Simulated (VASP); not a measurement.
A run of VASP 6.6.1:

File INCAR:

```
SYSTEM = Na2S
PREC = Accurate
ENCUT = 500
EDIFF = 1E-7
ISMEAR = 0
SIGMA = 0.01
LREAL = .FALSE.
LASPH = .TRUE.
NELM = 120
ALGO = Normal
ISIF = 3
LWAVE = .FALSE.
LCHARG = .FALSE.
GGA = PE
IBRION = 2
NSW = 80
EDIFFG = -0.001
GGA_COMPAT = .FALSE.
NELMIN = 4
```

File KPOINTS:

```
regular mesh
0
G
  8 8 8
  0 0 0
```

POSCAR

```
Na2S
1.0
    0.0000000000      3.2840057979      3.2840057979
    3.2840057979      0.0000000000      3.2840057979
    3.2840057979      3.2840057979      0.0000000000
Na S
2 1
Direct
    0.2500000000      0.2500000000      0.2500000000
    0.7500000000      0.7500000000      0.7500000000
    0.0000000000      0.0000000000      0.0000000000
```

Potentials or basis: VASP PAW PBE potentials, release 64 (Na_pv, S).

The run is started by

```console
$ cat potpaw_PBE.64/Na_pv/POTCAR potpaw_PBE.64/S/POTCAR > POTCAR
$ mpirun -np 1 vasp_std > vasp.out
```

Hardware: 1 thread of Intel(R) Xeon(R) Platinum 8488C (Sapphire Rapids), with other jobs on the host.

Question: Estimate the wall time of this run.

Answer: It took 22 s on 1 thread of Intel(R) Xeon(R) Platinum 8488C (Sapphire Rapids), on a shared host, peak memory 0.19 GiB. Counts: scf iterations 15, k points 29, ion steps 1.
